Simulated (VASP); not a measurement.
Crystal: Sb.

```
Sb
1.0
     3.11729    0.00000    0.00000
     0.00000    3.11729    0.00000
     0.00000    0.00000    3.11729
Sb
1
Direct
  0.00000 0.00000 0.00000
```

This cell differs from its parent crystal: volume scaled by 0.96.

| Property | Result |
| --- | --- |
| Program | VASP 6.6.1 |
| Task | relaxation of cell and atoms |
| Functional | PBEsol |
| Potentials or basis | VASP PAW PBE potentials, release 64 (Sb) |
| Cutoff | 600 eV |
| k mesh | 9 × 9 × 9 |
| Occupations | fermi-dirac, width 0.05 eV |
| Spin | no spin polarisation |

At the start: pressure -3.1 GPa; volume 30.29 Å³/atom.

Task: Where does the relaxation end?

Result: Over 3 steps the energy falls by 18.1 meV/atom and the volume is 28.55 Å³/atom (-5.7 %); space group Pm-3m (No. 221, to 0.05 Å).

Step by step:
```csv
step,energy change (eV),largest force (eV/Å),pressure (GPa),volume (Å³)
1,0.0000,0.0000,-3.15,30.29
2,-0.0137,0.0000,1.88,27.76
3,-0.0181,0.0000,0.00,28.55
```

Final structure:
```
Sb
1.0
     3.05639    0.00000    0.00000
     0.00000    3.05639    0.00000
     0.00000    0.00000    3.05639
Sb
1
Direct
  0.00000 0.00000 0.00000
```

Caveat: the cell differs from its parent crystal (volume scaled by 0.96); the PAW data sets were made with another functional, which shifts forces and pressure a little.
